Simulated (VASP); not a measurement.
# Mg8HO8 (a cell with a defect) in VASP: a series of runs

Mg8HO8 (a cell with a defect) is run at these levels: PBE; tasks: single point.

Program: VASP 6.6.1. These are calculated values, not measurements. Logs are shortened: lines on timing, memory, paths and dates and some standing lists are left out, and cuts for length are marked.

### 1 The cell of the first run

The cell holds a defect, 17 atoms: a = 5.955 Å, b = 5.955 Å, c = 5.955 Å, α = 60.00°, β = 60.00°, γ = 60.00°.

### 2 Single point, PBE

Input file INCAR:

```
SYSTEM = Mg8HO8
ALGO = Normal
EDIFF = 1E-6
ENCUT = 520
GGA = PE
ISIF = 2
ISMEAR = 0
LASPH = .TRUE.
LCHARG = .FALSE.
LREAL = Auto
LWAVE = .FALSE.
NBANDS = 46
NELECT = 64.0
NELM = 80
PREC = Accurate
SIGMA = 0.05
```

Input file KPOINTS:

```
k-points
0
G
  2 2 2
  0 0 0
```

Input file POSCAR:

```
Mg8HO8
1.0
    0.0000000000      4.2110000000      4.2110000000
    4.2110000000      0.0000000000      4.2110000000
    4.2110000000      4.2110000000      0.0000000000
Mg O H
8 8 1
Direct
    0.0012094514      0.0005328900      0.0011707433
    0.0195507005      0.0189104726      0.4780726668
    0.0196410591      0.4773273569      0.0196049632
    0.0105566374      0.4988354310      0.4994910948
    0.4781148183      0.0189070292      0.0195109238
    0.4995137735      0.0098744954      0.4994748278
    0.4995288530      0.4988342436      0.0105181667
    0.5030955830      0.5024441938      0.5030585372
    0.2563218950      0.2555938019      0.2562822370
    0.2521880788      0.2515345524      0.7556808359
    0.2521930658      0.7550486820      0.2521564949
    0.2488232011      0.7519640228      0.7526196865
    0.7557183567      0.2515340774      0.2521507955
    0.7526380907      0.2482232249      0.7525984327
    0.7526585134      0.7519629542      0.2487874614
    0.7529242460      0.7523424365      0.7528909998
    0.8203265258     -0.1806703871      0.8202749941
```

Potentials or basis: VASP PAW PBE potentials, release 64 (Mg, O, H).

The run is started by

```
cat potpaw_PBE.64/Mg/POTCAR potpaw_PBE.64/O/POTCAR potpaw_PBE.64/H/POTCAR > POTCAR
mpirun -np 1 vasp_std > vasp.out
```

OUTCAR:

```text
SYSTEM = Mg8HO8
   EDIFF = 1E-6
   ENCUT = 520
   GGA = PE
   ISIF = 2
   ISMEAR = 0
   LASPH = .TRUE.
   LREAL = Auto
   NELECT = 64.0
   NELM = 80
   PREC = Accurate

 ion  position               nearest neighbor table
   1  0.001  0.001  0.001-  12 2.09  15 2.09  14 2.09  11 2.11  10 2.11  13 2.11   3 2.95   2 2.95
                             5 2.95   7 2.98   4 2.98   6 2.98   6 2.98   4 2.98   7 2.98   5 3.01
   2  0.020  0.019  0.478-  17 1.88   9 2.00  13 2.07  11 2.07  12 2.13  14 2.13  16 2.25   3 2.73
                             5 2.73   4 2.90   6 2.90   1 2.95   8 2.98   8 2.98   1 3.01   6 3.06
   3  0.020  0.477  0.020-  17 1.88   9 2.00  13 2.07  10 2.07  15 2.13  12 2.13  16 2.25   2 2.73
                             5 2.73   7 2.90   4 2.90   1 2.95   8 2.98   8 2.98   1 3.01   4 3.06
   4  0.011  0.499  0.499-   9 2.05  10 2.10  11 2.10  16 2.13  14 2.14  15 2.14   3 2.90   2 2.90
                             6 2.91   7 2.91   8 2.95   1 2.98   1 2.98   8 3.00   7 3.04   6 3.04
   5  0.478  0.019  0.020-  17 1.88   9 2.00  10 2.07  11 2.07  15 2.13  14 2.13  16 2.25   3 2.73
                             2 2.73   7 2.90   6 2.90   1 2.95   8 2.98   8 2.98   1 3.01   6 3.06
   6  0.500  0.010  0.499-   9 2.05  13 2.10  10 2.10  16 2.13  15 2.14  12 2.14   2 2.90   5 2.90
                             7 2.91   4 2.91   8 2.95   1 2.98   1 2.98   8 3.00   4 3.04   7 3.04
   7  0.500  0.499  0.011-   9 2.05  13 2.10  11 2.10  16 2.13  14 2.14  12 2.14   3 2.90   5 2.90
                             6 2.91   4 2.91   8 2.95   1 2.98   1 2.98   8 3.00   4 3.04   6 3.04
   8  0.503  0.502  0.503-  12 2.10  14 2.10  15 2.10  11 2.11  10 2.11  13 2.11   4 2.95   7 2.95
                             6 2.95   2 2.98   5 2.98   5 2.98   2 2.98   3 2.98   3 2.98   6 3.00
   9  0.256  0.256  0.256-   3 2.00   2 2.00   5 2.00   6 2.05   7 2.05   4 2.05
  10  0.252  0.252  0.756-   3 2.07   5 2.07   4 2.10   6 2.10   8 2.11   1 2.11
  11  0.252  0.755  0.252-   2 2.07   5 2.07   4 2.10   7 2.10   8 2.11   1 2.11
  12  0.249  0.752  0.753-   1 2.09   8 2.10   2 2.13   3 2.13   6 2.14   7 2.14
  13  0.756  0.252  0.252-   3 2.07   2 2.07   7 2.10   6 2.10   8 2.11   1 2.11
  14  0.753  0.248  0.753-   1 2.09   8 2.10   2 2.13   5 2.13   4 2.14   7 2.14
  15  0.753  0.752  0.249-   1 2.09   8 2.10   5 2.13   3 2.13   6 2.14   4 2.14
  16  0.753  0.752  0.753-  17 0.98   6 2.13   7 2.13   4 2.13   5 2.25   2 2.25   3 2.25
  17  0.820  0.819  0.820-  16 0.98   3 1.88   2 1.88   5 1.88

  LATTYP: Found a face centered cubic cell.
 ALAT       =     8.4220000000

  Lattice vectors:

 A1 = (   0.0000000000,   4.2110000000,   4.2110000000)
 A2 = (   4.2110000000,   0.0000000000,   4.2110000000)
 A3 = (   4.2110000000,   4.2110000000,   0.0000000000)

Analysis of symmetry for initial positions (statically):
=====================================================================
 Subroutine PRICEL returns:
 Original cell was already a primitive cell.

 Routine SETGRP: Setting up the symmetry group for a
 face centered cubic supercell.

 Subroutine GETGRP returns: Found  1 space group operations
 (whereof  1 operations were pure point group operations)
 out of a pool of 48 trial point group operations.

The static configuration has the point symmetry C_1 .

Analysis of symmetry for dynamics (positions and initial velocities):
=====================================================================
 Subroutine PRICEL returns:
 Original cell was already a primitive cell.

 Routine SETGRP: Setting up the symmetry group for a
 face centered cubic supercell.

 Subroutine GETGRP returns: Found  1 space group operations
 (whereof  1 operations were pure point group operations)
 out of a pool of 48 trial point group operations.

The dynamic configuration has the point symmetry C_1 .

 Subroutine INISYM returns: Found  1 space group operations
 (whereof  1 operations are pure point group operations),
 and found     1 'primitive' translations

----------------------------------------------------------------------------------------

                                     Primitive cell

  volume of cell :     149.3433

  direct lattice vectors                    reciprocal lattice vectors
     0.000000000  4.211000000  4.211000000    -0.118736642  0.118736642  0.118736642
     4.211000000  0.000000000  4.211000000     0.118736642 -0.118736642  0.118736642
     4.211000000  4.211000000  0.000000000     0.118736642  0.118736642 -0.118736642

  length of vectors
     5.955253311  5.955253311  5.955253311     0.205657897  0.205657897  0.205657897

  position of ions in fractional coordinates (direct lattice)
     0.001209451  0.000532890  0.001170743
     0.019550700  0.018910473  0.478072667
     0.019641059  0.477327357  0.019604963
     0.010556637  0.498835431  0.499491095
     0.478114818  0.018907029  0.019510924
     0.499513773  0.009874495  0.499474828
[... 9 lines left out ...]
     0.752924246  0.752342437  0.752891000
     0.820326526  0.819329613  0.820274994

[... 34 lines left out ...]

  Length of vectors
     0.102828948  0.102828948  0.102828948

  Shift w.r.t. Gamma in fractional coordinates (k-lattice)
     0.000000000  0.000000000  0.000000000

 Subroutine IBZKPT returns following result:
 ===========================================

 Found      8 irreducible k-points:

 Following reciprocal coordinates:
            Coordinates               Weight
  0.000000  0.000000  0.000000      1.000000
  0.500000  0.000000  0.000000      1.000000
  0.000000  0.500000  0.000000      1.000000
  0.000000  0.000000  0.500000      1.000000
  0.500000  0.500000  0.500000      1.000000
  0.500000  0.500000  0.000000      1.000000
  0.000000  0.500000  0.500000      1.000000
  0.500000  0.000000  0.500000      1.000000
   k-points           NKPTS =      8   k-points in BZ     NKDIM =      8   number of bands    NBANDS=     46
   number of dos      NEDOS =    301   number of ions     NIONS =     17
   total plane-waves  NPLWV = 110592
   dimension x,y,z NGX =    48 NGY =   48 NGZ =   48
   dimension x,y,z NGXF=    96 NGYF=   96 NGZF=   96
   ions per type =               8   8   1
   NGX,Y,Z   is equivalent  to a cutoff of  13.40, 13.40, 13.40 a.u.
   NGXF,Y,Z  is equivalent  to a cutoff of  26.80, 26.80, 26.80 a.u.
 SYSTEM =  Mg8HO8
   PREC   = accura    normal or accurate (medium, high low for compatibility)
   ISTART =      0    job   : 0-new  1-cont  2-samecut
   ICHARG =      2    charge: 1-file 2-atom 10-const
   ISPIN  =      1    spin polarized calculation?
   LNONCOLLINEAR =      F non collinear calculations
   LSORBIT =      F    spin-orbit coupling
   LASPH  =      T    aspherical Exc in radial PAW
   ENCUT  =  520.0 eV  38.22 Ry    6.18 a.u.  11.07 11.07 11.07*2*pi/ulx,y,z
   NELM   =     80;   NELMIN=  2; NELMDL= -5     # of ELM steps
   EDIFF  = 0.1E-05   stopping-criterion for ELM
   LREAL  =      T    real-space projection
   EDIFFG = 0.1E-04   stopping-criterion for IOM
   NSW    =      0    number of steps for IOM
   IBRION =     -1    ionic relax: 0-MD 1-quasi-New 2-CG
   NFREE  =      0    steps in history (QN), initial steepest desc. (CG)
   ISIF   =      2    stress and relaxation
   ISYM   =      2    0-nonsym 1-usesym 2-fastsym
   POTIM  = 0.5000    time-step for ionic-motion
   TEBEG  =    0.0;   TEEND  =   0.0 temperature during run
   PSTRESS=    0.0 pullay stress
   NELECT =      64.0000    total number of electrons
   NUPDOWN=      -1.0000    fix difference up-down
   EMIN   =  10.00;   EMAX   =-10.00  energy-range for DOS
   EFERMI =   0.00;   METHOD = LEGACY
   ISMEAR =     0;   SIGMA  =   0.05  broadening in eV -4-tet -1-fermi 0-gaus
   EFERMI_NEDOS =   21; number of points for ismear=-14 and -15
   IALGO  =     38    algorithm
   IMIX   =      4    mixing-type and parameters
     AMIX     =   0.40;   BMIX     =  1.00
     AMIX_MAG =   1.60;   BMIX_MAG =  1.00
  volume/ion in A,a.u.               =       8.78        59.28
  Fermi-wavevector in a.u.,A,eV,Ry     =   1.234259  2.332411 20.727046  1.523395
  Thomas-Fermi vector in A             =   2.368956
   LORBIT       =      0    0 simple, 1 ext, 2 COOP (PROOUT), +10 PAW based schemes
   GGA     = PE    functional components
   LHFCALC =     F    Hartree Fock is set to
   AEXX    =    0.0000 exact exchange contribution
   IVDW    =     0    specifies the selected vdW correction
   LEPSILON=     F    determine dielectric tensor
   LRPA    =     F    only Hartree local field effects (RPA)
 non-spin polarized calculation
 Gauss-broadening in eV      SIGMA  =   0.05
  energy-cutoff  :      520.00
  volume of cell :      149.34
 maximum number of plane-waves:      4044
 NGX is ok and might be reduce to    48
   NGX = 23   NGY = 23   NGZ = 23

 number of electron      64.0000000 magnetization

 Free energy of the ion-electron system (eV)
  ---------------------------------------------------
  ext. energy  EPLUGINS =         0.00000000
  ---------------------------------------------------
  free energy    TOTEN  =      -102.14022382 eV

  energy without entropy =     -102.14022382  energy(sigma->0) =     -102.14022382

 E-fermi :   3.5786     XC(G=0): -11.0554

 val. band max:        3.3304881881   @ k =   0.0000   0.0000   0.0000
 cond. band min:       7.5559938979   @ k =   0.0000   0.0000   0.0000
 fundamental gap:      4.2255057098
 Fermi energy:         3.5785942430

 k-point     1 :       0.0000    0.0000    0.0000
  band No.  band energies     occupation
      1     -16.6224      2.00000
      2     -13.7248      2.00000
      3     -12.8203      2.00000
      4     -12.4586      2.00000
      5     -12.4497      2.00000
      6     -12.4493      2.00000
[... 365 lines left out ...]
     43      14.7889      0.00000
     44      14.8778      0.00000
 [bands above 44 left out]

------------------------ aborting loop because EDIFF is reached ----------------------------------------

  FORCE on cell =-STRESS in cart. coord.  units (eV):
  Direction    XX          YY          ZZ          XY          YZ          ZX
  --------------------------------------------------------------------------------------
  -------------------------------------------------------------------------------------
  Total        0.2581143      0.2726545      0.2582996     -1.8800055     -1.8803347     -1.8692381
  in kB        2.7690889      2.9250782      2.7710767    -20.1689819    -20.1725139    -20.0534678
  external PRESSURE =       2.8217479 kB  Pullay stress =       0.0000000 kB

 VOLUME and BASIS-vectors are now :
 -----------------------------------------------------------------------------
  energy-cutoff  :      520.00
  volume of cell :      149.34
      direct lattice vectors                 reciprocal lattice vectors
     0.000000000  4.211000000  4.211000000    -0.118736642  0.118736642  0.118736642
     4.211000000  0.000000000  4.211000000     0.118736642 -0.118736642  0.118736642
     4.211000000  4.211000000  0.000000000     0.118736642  0.118736642 -0.118736642

 POSITION                                       TOTAL-FORCE (eV/Angst)
 -----------------------------------------------------------------------------------
      0.00717      0.01002      0.00734         0.010704      0.010115      0.010604
      2.09280      2.09549      0.16196        -0.004877     -0.004930      0.022719
      2.09258      0.16526      2.09273        -0.004833      0.021192     -0.004659
      4.20395      2.14781      2.14505        -0.007389     -0.001526     -0.000557
      0.16178      2.09550      2.09296         0.022626     -0.004914     -0.004923
      2.14487      4.20674      2.14503        -0.000437     -0.007700     -0.000527
[... 9 lines left out ...]
      6.33854      6.34099      6.33868        -0.099585     -0.095789     -0.099530
      6.90438      6.90857      6.90459         0.098469      0.096209      0.098361
 -----------------------------------------------------------------------------------
    total drift:                                0.002678      0.003369      0.002449

  FREE ENERGIE OF THE ION-ELECTRON SYSTEM (eV)
  ---------------------------------------------------
  free  energy   TOTEN  =      -102.1402238209 eV

  energy  without entropy=     -102.1402238209  energy(sigma->0) =     -102.14022382
```

Run time: 52 s. Hardware: 1 thread of Intel Xeon 6975P-C (Granite Rapids), shared host; peak memory 0.33 GiB.

What came out:

| Property | Result |
| --- | --- |
| Free energy | -102.1402 eV |
| Largest force | 0.170 eV/Å |

Forces on the atoms (eV/Å):
```
Mg   0.011  0.010  0.011
Mg  -0.005 -0.005  0.023
Mg  -0.005  0.021 -0.005
Mg  -0.007 -0.002 -0.001
Mg   0.023 -0.005 -0.005
Mg   0.000 -0.008 -0.001
Mg   0.000 -0.001 -0.007
Mg  -0.004 -0.004 -0.004
O    0.004  0.005  0.004
O   -0.002  0.000 -0.002
O   -0.001 -0.002 -0.001
O    0.003 -0.007 -0.005
O   -0.002  0.000 -0.002
O   -0.006  0.002 -0.006
O   -0.005 -0.007  0.003
O   -0.100 -0.096 -0.100
H    0.098  0.096  0.098
```

Caveat: the k points lie up to 0.65 Å⁻¹ apart; the cell carries a net charge on a neutralising background, which shifts energy and pressure; the cell is charged against a uniform background, so pressure and absolute levels hang on convention.

(Continued in part 2 of 2.)
